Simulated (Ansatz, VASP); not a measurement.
**One calculation of C, two programs**

The input POSCAR:

```
C
1.0
    0.0524367482      1.7613559250      1.7613559250
    1.7613559250      0.0524367482      1.7613559250
    1.7613559250      1.7613559250      0.0524367482
C
2
Direct
    0.0004415872      0.0004415872      0.0004415872
    0.2495584128      0.2495584128      0.2495584128
```

File INCAR.step1:

```
SYSTEM = C
PREC = Accurate
ENCUT = 520
EDIFF = 1E-5
ISMEAR = 0
SIGMA = 0.01
LREAL = .False.
LASPH = .True.
NELM = 60
ALGO = Normal
ISIF = 2
LWAVE = .True.
LCHARG = .False.
GGA = PE
NBANDS = 11
```

INCAR.step2

```
SYSTEM = C
PREC = Accurate
ENCUT = 520
EDIFF = 1E-6
ISMEAR = 0
SIGMA = 0.01
LREAL = .False.
LASPH = .True.
NELM = 60
ALGO = Normal
ISIF = 2
LWAVE = .False.
LCHARG = .False.
GGA = PE
LHFCALC = .True.
HFSCREEN = 0.2079
PRECFOCK = Normal
ISTART = 1
NBANDS = 11
```

KPOINTS

```
Automatic mesh
0
Gamma
  8 8 8
  0 0 0
```

Input for Ansatz:

```yaml
crystal:
  lattice:
    - [0.0524367482, 1.761355925, 1.761355925]
    - [1.761355925, 0.0524367482, 1.761355925]
    - [1.761355925, 1.761355925, 0.0524367482]
  atoms:
    - { symbol: C, position: [0.0004415872, 0.0004415872, 0.0004415872] }
    - { symbol: C, position: [0.2495584128, 0.2495584128, 0.2495584128] }
kpoints:
  mp_grid: { grid: [8, 8, 8] }
  band_path:
    path:
      - [0.0, 0.0, 0.0]
      - [0.5, 0.0, 0.5]
      - [0.625, 0.25, 0.625]
      - [0.375, 0.375, 0.75]
      - [0.5, 0.5, 0.5]
      - [0.5, 0.25, 0.75]
      - [-0.00651, 0.389323, 0.389323]
    npoints: 1
hamiltonian:
  xc: hse06
scf:
  occupations: { method: fixed }
  n_extra_bands: 4
output:
  forces: true
  stress: true
  eigenvalues: true
```

Change from the starting cell: epitaxial_111 strain -4.0%.

Alike in both runs: task single point; functional HSE06; k mesh 8 × 8 × 8; no spin polarisation.

|  | VASP | Ansatz |
| --- | --- | --- |
| version | VASP 6.6.1 | Ansatz 0.2.0 |
| potentials or method | VASP PAW PBE potentials, release 64 (C) | plane waves, PAW |
| plane-wave cutoff (eV) | 520 | 420 |
| occupations | gaussian, width 0.01 eV | fixed |
| valence electrons in the cell | 8 | 8 |

VASP gave:

| Item | Value |
| --- | --- |
| gap on the k mesh at the Fermi level (eV) | 5.29 |
| pressure (GPa) | 36.6 |
| traceless stress, the component that is largest in VASP (GPa) | -20.86 |
| rms of the force components (eV/Å) | 0.042 |

Question: Estimate Ansatz's values.

Answer: gap on the k mesh at the Fermi level (eV): 5.30; pressure (GPa): 35.3; traceless stress, the component that is largest in VASP (GPa): -20.74; rms of the force components (eV/Å): 0.032.

Atom by atom the forces differ by 0.010 eV/Å (rms over components). Both programs put the cell under a high pressure, so it lies far from rest at this level. Ansatz's warnings: stress exchange threshold loose, stress scf threshold loose.
